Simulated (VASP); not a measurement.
# Ag (Fm-3m) in VASP: a series of runs

Runs on Ag. Level: PBE. Tasks: single point.

Everything below comes from runs of VASP 6.6.1. Logs are shortened: lines on timing, memory, paths and dates and some standing lists are left out, and cuts for length are marked.

## 1. The cell of the first run

It takes space group Fm-3m (No. 225, cubic). Conventional cell: a = 4.175 Å, b = 4.175 Å, c = 4.175 Å, α = 90.00°, β = 90.00°, γ = 90.00°. Within 3.9 Å of Ag (site symmetry m-3m) lie 12 Ag at 2.95 Å.

## 2. Single point, PBE

INCAR reads:

```
SYSTEM = Ag
ALGO = Normal
EDIFF = 1E-7
ENCUT = 520
GGA = PE
ISIF = 2
ISMEAR = -1
LASPH = .TRUE.
LCHARG = .FALSE.
LREAL = .FALSE.
LWAVE = .FALSE.
NBANDS = 12
NELM = 100
PREC = Accurate
SIGMA = 0.06122561905347299
```

KPOINTS reads:

```
k-points
0
G
  23 23 23
  0 0 0
```

POSCAR reads:

```
Ag
1.0
    0.0000000000      2.0876104212      2.0876104212
    2.0876104212      0.0000000000      2.0876104212
    2.0876104212      2.0876104212      0.0000000000
Ag
1
Direct
    0.0000000000      0.0000000000      0.0000000000
```

Potentials or basis: VASP PAW PBE potentials, release 64 (Ag).

Run with:

```console
> cat potpaw_PBE.64/Ag/POTCAR > POTCAR
> mpirun -np 1 vasp_std > vasp.out
```

OUTCAR:

```text
SYSTEM = Ag
   EDIFF = 1E-7
   ENCUT = 520
   GGA = PE
   ISIF = 2
   ISMEAR = -1
   LASPH = .TRUE.
   LREAL = .FALSE.
   NELM = 100
   PREC = Accurate

 ion  position               nearest neighbor table
   1  0.000  0.000  0.000-

  LATTYP: Found a face centered cubic cell.
 ALAT       =     4.1752208424

  Lattice vectors:

 A1 = (   0.0000000000,   2.0876104212,   2.0876104212)
 A2 = (   2.0876104212,   0.0000000000,   2.0876104212)
 A3 = (   2.0876104212,   2.0876104212,   0.0000000000)

Analysis of symmetry for initial positions (statically):
=====================================================================
 Subroutine PRICEL returns:
 Original cell was already a primitive cell.

 Routine SETGRP: Setting up the symmetry group for a
 face centered cubic supercell.

 Subroutine GETGRP returns: Found 48 space group operations
 (whereof 48 operations were pure point group operations)
 out of a pool of 48 trial point group operations.

The static configuration has the point symmetry O_h .

Analysis of symmetry for dynamics (positions and initial velocities):
=====================================================================
 Subroutine PRICEL returns:
 Original cell was already a primitive cell.

 Routine SETGRP: Setting up the symmetry group for a
 face centered cubic supercell.

 Subroutine GETGRP returns: Found 48 space group operations
 (whereof 48 operations were pure point group operations)
 out of a pool of 48 trial point group operations.

The dynamic configuration has the point symmetry O_h .

 Subroutine INISYM returns: Found 48 space group operations
 (whereof 48 operations are pure point group operations),
 and found     1 'primitive' translations

----------------------------------------------------------------------------------------

                                     Primitive cell

  volume of cell :      18.1961

  direct lattice vectors                    reciprocal lattice vectors
     0.000000000  2.087610421  2.087610421    -0.239508289  0.239508289  0.239508289
     2.087610421  0.000000000  2.087610421     0.239508289 -0.239508289  0.239508289
     2.087610421  2.087610421  0.000000000     0.239508289  0.239508289 -0.239508289

  length of vectors
     2.952326971  2.952326971  2.952326971     0.414840525  0.414840525  0.414840525

  position of ions in fractional coordinates (direct lattice)
     0.000000000  0.000000000  0.000000000

  ion indices of the primitive-cell ions
   primitive index   ion index
                 1           1

----------------------------------------------------------------------------------------

 KPOINTS: k-points

Automatic generation of k-mesh.
 Grid dimensions read from file:
 generate k-points for:   23   23   23

 Generating k-lattice:

  Cartesian coordinates                     Fractional coordinates (reciprocal lattice)
    -0.010413404  0.010413404  0.010413404     0.043478261  0.000000000  0.000000000
     0.010413404 -0.010413404  0.010413404     0.000000000  0.043478261  0.000000000
     0.010413404  0.010413404 -0.010413404     0.000000000  0.000000000  0.043478261

  Length of vectors
     0.018036545  0.018036545  0.018036545

  Shift w.r.t. Gamma in fractional coordinates (k-lattice)
     0.000000000  0.000000000  0.000000000

 Subroutine IBZKPT returns following result:
 ===========================================

 Found    364 irreducible k-points:

 Following reciprocal coordinates:
            Coordinates               Weight
  0.000000  0.000000  0.000000      1.000000
  0.043478  0.000000  0.000000      8.000000
  0.086957  0.000000  0.000000      8.000000
  0.130435  0.000000  0.000000      8.000000
  0.173913  0.000000  0.000000      8.000000
  0.217391  0.000000  0.000000      8.000000
[... 16 lines left out ...]
  0.478261  0.043478  0.000000     24.000000
 -0.478261  0.043478  0.000000     24.000000
 [... further k-points ...]
   k-points           NKPTS =    364   k-points in BZ     NKDIM =    364   number of bands    NBANDS=     12
   number of dos      NEDOS =    301   number of ions     NIONS =      1
   total plane-waves  NPLWV =  13824
   dimension x,y,z NGX =    24 NGY =   24 NGZ =   24
   dimension x,y,z NGXF=    48 NGYF=   48 NGZF=   48
   ions per type =               1
   NGX,Y,Z   is equivalent  to a cutoff of  13.51, 13.51, 13.51 a.u.
   NGXF,Y,Z  is equivalent  to a cutoff of  27.03, 27.03, 27.03 a.u.
 SYSTEM =  Ag
   PREC   = accura    normal or accurate (medium, high low for compatibility)
   ISTART =      0    job   : 0-new  1-cont  2-samecut
   ICHARG =      2    charge: 1-file 2-atom 10-const
   ISPIN  =      1    spin polarized calculation?
   LNONCOLLINEAR =      F non collinear calculations
   LSORBIT =      F    spin-orbit coupling
   LASPH  =      T    aspherical Exc in radial PAW
   ENCUT  =  520.0 eV  38.22 Ry    6.18 a.u.   5.49  5.49  5.49*2*pi/ulx,y,z
   NELM   =    100;   NELMIN=  2; NELMDL= -5     # of ELM steps
   EDIFF  = 0.1E-06   stopping-criterion for ELM
   LREAL  =      F    real-space projection
   EDIFFG = 0.1E-05   stopping-criterion for IOM
   NSW    =      0    number of steps for IOM
   IBRION =     -1    ionic relax: 0-MD 1-quasi-New 2-CG
   NFREE  =      0    steps in history (QN), initial steepest desc. (CG)
   ISIF   =      2    stress and relaxation
   ISYM   =      2    0-nonsym 1-usesym 2-fastsym
   POTIM  = 0.5000    time-step for ionic-motion
   TEBEG  =    0.0;   TEEND  =   0.0 temperature during run
   PSTRESS=    0.0 pullay stress
   NELECT =      11.0000    total number of electrons
   NUPDOWN=      -1.0000    fix difference up-down
   EMIN   =  10.00;   EMAX   =-10.00  energy-range for DOS
   EFERMI =   0.00;   METHOD = LEGACY
   ISMEAR =    -1;   SIGMA  =   0.06  broadening in eV -4-tet -1-fermi 0-gaus
   EFERMI_NEDOS =   21; number of points for ismear=-14 and -15
   IALGO  =     38    algorithm
   IMIX   =      4    mixing-type and parameters
     AMIX     =   0.40;   BMIX     =  1.00
     AMIX_MAG =   1.60;   BMIX_MAG =  1.00
  volume/ion in A,a.u.               =      18.20       122.79
  Fermi-wavevector in a.u.,A,eV,Ry     =   1.384245  2.615844 26.070586  1.916134
  Thomas-Fermi vector in A             =   2.508767
   LORBIT       =      0    0 simple, 1 ext, 2 COOP (PROOUT), +10 PAW based schemes
   GGA     = PE    functional components
   LHFCALC =     F    Hartree Fock is set to
   AEXX    =    0.0000 exact exchange contribution
   IVDW    =     0    specifies the selected vdW correction
   LEPSILON=     F    determine dielectric tensor
   LRPA    =     F    only Hartree local field effects (RPA)
 non-spin polarized calculation
  energy-cutoff  :      520.00
  volume of cell :       18.20
 maximum number of plane-waves:       531
 NGX is ok and might be reduce to    24
   NGX = 11   NGY = 11   NGZ = 11

 number of electron      11.0000001 magnetization

 Free energy of the ion-electron system (eV)
  ---------------------------------------------------
  ext. energy  EPLUGINS =         0.00000000
  ---------------------------------------------------
  free energy    TOTEN  =        -2.71603839 eV

  energy without entropy =       -2.71170523  energy(sigma->0) =       -2.71387181

 E-fermi :   7.5865     XC(G=0): -11.8254

 val. band max:        7.5624693982   @ k =  -0.4348   0.0870   0.0000
 cond. band min:       7.6117978716   @ k =  -0.3043   0.2174   0.0870
 fundamental gap:      0.0493284735
 Fermi energy:         7.5865170135

 k-point     1 :       0.0000    0.0000    0.0000
  band No.  band energies     occupation
      1       0.2565      2.00000
      2       2.9779      2.00000
      3       2.9779      2.00000
      4       2.9779      2.00000
      5       3.8985      2.00000
      6       3.8985      2.00000
      7      23.4278      0.00000
      8      26.6214      0.00000
      9      26.6214      0.00000
     10      26.6214      0.00000
     11      31.2779      0.00000
     12      32.0248      0.00000

 k-point     2 :       0.0435    0.0000    0.0000
  band No.  band energies     occupation
      1       0.3129      2.00000
      2       2.9657      2.00000
      3       2.9930      2.00000
      4       2.9930      2.00000
      5       3.8928      2.00000
      6       3.8928      2.00000
      7      23.4310      0.00000
      8      26.0694      0.00000
      9      26.6330      0.00000
     10      26.6330      0.00000
     11      31.3503      0.00000
     12      31.9816      0.00000

 k-point     3 :       0.0870    0.0000    0.0000
  band No.  band energies     occupation
      1       0.4786      2.00000
      2       2.9340      2.00000
      3       3.0346      2.00000
      4       3.0346      2.00000
      5       3.8791      2.00000
      6       3.8791      2.00000
      7      23.3223      0.00000
      8      24.9779      0.00000
      9      26.6602      0.00000
     10      26.6602      0.00000
     11      30.8059      0.00000
     12      31.8220      0.00000
[... 286 lines left out ...]
 k-point    23 :       0.4783    0.0435    0.0000
  band No.  band energies     occupation
      1       1.5927      2.00000
      2       2.9464      2.00000
      3       2.9940      2.00000
      4       4.4676      2.00000
      5       4.6076      2.00000
      6       7.1826      1.99728
      7      11.1962      0.00000
      8      22.6411      0.00000
      9      24.4592      0.00000
     10      24.5636      0.00000
     11      29.7354      0.00000
     12      29.7794      0.00000

 k-point    24 :      -0.4783    0.0435    0.0000
  band No.  band energies     occupation
      1       1.5856      2.00000
      2       2.9429      2.00000
      3       2.9844      2.00000
      4       4.5129      2.00000
      5       4.5994      2.00000
      6       7.4702      1.73958
      7      10.8434      0.00000
      8      22.5960      0.00000
      9      24.3403      0.00000
     10      24.6121      0.00000
     11      29.6764      0.00000
     12      29.8020      0.00000

 [... further k-points ...]
[... 5 lines left out ...]
  --------------------------------------------------------------------------------------
  -------------------------------------------------------------------------------------
  Total       -0.1969849     -0.1969849     -0.1969849     -0.0000000      0.0000000      0.0000000
  in kB      -17.3446339    -17.3446339    -17.3446339     -0.0000000      0.0000000      0.0000000
  external PRESSURE =     -17.3446339 kB  Pullay stress =       0.0000000 kB

 VOLUME and BASIS-vectors are now :
 -----------------------------------------------------------------------------
  energy-cutoff  :      520.00
  volume of cell :       18.20
      direct lattice vectors                 reciprocal lattice vectors
     0.000000000  2.087610421  2.087610421    -0.239508289  0.239508289  0.239508289
     2.087610421  0.000000000  2.087610421     0.239508289 -0.239508289  0.239508289
     2.087610421  2.087610421  0.000000000     0.239508289  0.239508289 -0.239508289

 POSITION                                       TOTAL-FORCE (eV/Angst)
 -----------------------------------------------------------------------------------
      0.00000      0.00000      0.00000         0.000000      0.000000     -0.000000
 -----------------------------------------------------------------------------------
    total drift:                               -0.000000      0.000000     -0.000000

  FREE ENERGIE OF THE ION-ELECTRON SYSTEM (eV)
  ---------------------------------------------------
  free  energy   TOTEN  =        -2.7160383913 eV

  energy  without entropy=       -2.7117052260  energy(sigma->0) =       -2.71387181
```

Run time: 28 s. Hardware: 1 thread of Intel Xeon Platinum 8559C (Emerald Rapids), shared host; peak memory 0.2 GiB.

What came out:

```
Free energy : -2.7160 eV
Pressure    : -1.7 GPa
```

## 3. Single point, PBE

INCAR reads:

```
  ALGO = Normal
  EDIFF = 1E-6
  ENCUT = 520
  GGA = PE
  ISIF = 2
  ISMEAR = -1
  LASPH = True
  LCHARG = False
  LREAL = False
  LWAVE = False
  NBANDS = 12
  NELM = 80
  PREC = Accurate
  SIGMA = 0.06122561905347299
```

KPOINTS reads:

```
k-points
0
Gamma
  23 23 23
```

POSCAR is that of step 2.

Potentials or basis: VASP PAW PBE potentials, release 64 (Ag).

Run with:

```console
> cat potpaw_PBE.64/Ag/POTCAR > POTCAR
> mpirun -np 1 vasp_std > vasp.out
```

Wall time 26 s (1 thread of Intel Xeon Platinum 8559C (Emerald Rapids), shared host); peak memory 0.2 GiB.

The run converged. Its results:

| Item | Value |
| --- | --- |
| Free energy | -2.7160 eV |
| Pressure | -1.7 GPa |

Levels at points of the mesh, in eV from the Fermi level:
```
           k point  band 3  band 4  band 5  band 6  band 7  band 8  band 9  band 10
(0.00, 0.00, 0.00)   -4.61   -4.61   -3.69   -3.69   15.84   19.03   19.03    19.03
```

## 4. Single point, PBE

This run uses another cell than the first one, of 18.55 Å³/atom, 1.020 times its volume.

INCAR reads:

```
SYSTEM = Ag
ALGO = Normal ; EDIFF = 1E-7
ENCUT = 520 ; GGA = PE
ISIF = 2 ; ISMEAR = -1
LASPH = .TRUE. ; LCHARG = .TRUE.
LELF = .TRUE. ; LREAL = .FALSE.
LVHAR = .TRUE. ; LWAVE = .FALSE.
NBANDS = 12 ; NELM = 100
PREC = Accurate ; SIGMA = 0.06122561905347299
```

KPOINTS reads:

```
k-points
0
G
  23 23 23
  0 0 0
```

POSCAR reads:

```
Ag
1.0
    0.0000000000      2.1011667129      2.1011667129
    2.1011667129      0.0000000000      2.1011667129
    2.1011667129      2.1011667129      0.0000000000
Ag
1
Direct
    0.0000000000      0.0000000000      0.0000000000
```

Run with:

```console
> cat potpaw_PBE.64/Ag/POTCAR > POTCAR
> mpirun -np 1 vasp_std > vasp.out
```

Run time: 30 s. Hardware: 1 thread of Intel Xeon Platinum 8559C (Emerald Rapids), shared host; peak memory 0.2 GiB.

Results (log left out):

| Item | Value |
| --- | --- |
| Free energy | -2.7107 eV |
| Pressure | -3.2 GPa |

Levels at points of the mesh, in eV from the Fermi level:
```
           k point  band 2  band 3  band 4  band 5  band 6  band 7  band 8  band 9  band 10  band 11
(0.00, 0.00, 0.00)   -4.55   -4.55   -4.55   -3.66   -3.66   15.79   18.87   18.87    18.87    23.48
```

## 5. Single point, PBE

This run uses another cell than the first one, of 18.55 Å³/atom, 1.020 times its volume.

INCAR reads:

```
PREC = Accurate
ENCUT = 520
EDIFF = 1E-6
ISMEAR = -1
SIGMA = 0.06122561905347299
LREAL = F
LASPH = T
NELM = 80
ALGO = Normal
ISIF = 2
LWAVE = F
LCHARG = T
GGA = PE
LELF = T
LVHAR = T
NBANDS = 12
```

KPOINTS reads:

```
regular mesh
0
Gamma
  23 23 23
```

POSCAR is that of step 4.

Run with:

```console
> cat potpaw_PBE.64/Ag/POTCAR > POTCAR
> mpirun -np 1 vasp_std > vasp.out
```

It took 24 s on 1 thread of Intel Xeon Platinum 8559C (Emerald Rapids), shared host; peak memory 0.2 GiB.

It converged, with:

```
Free energy : -2.7107 eV
Pressure    : -3.2 GPa
```

Levels at points of the mesh, in eV from the Fermi level:
```csv
k point,band 2,band 3,band 4,band 5,band 6,band 7,band 8,band 9,band 10,band 11
"(0.00, 0.00, 0.00)",-4.55,-4.55,-4.55,-3.66,-3.66,15.79,18.87,18.87,18.87,23.48
```
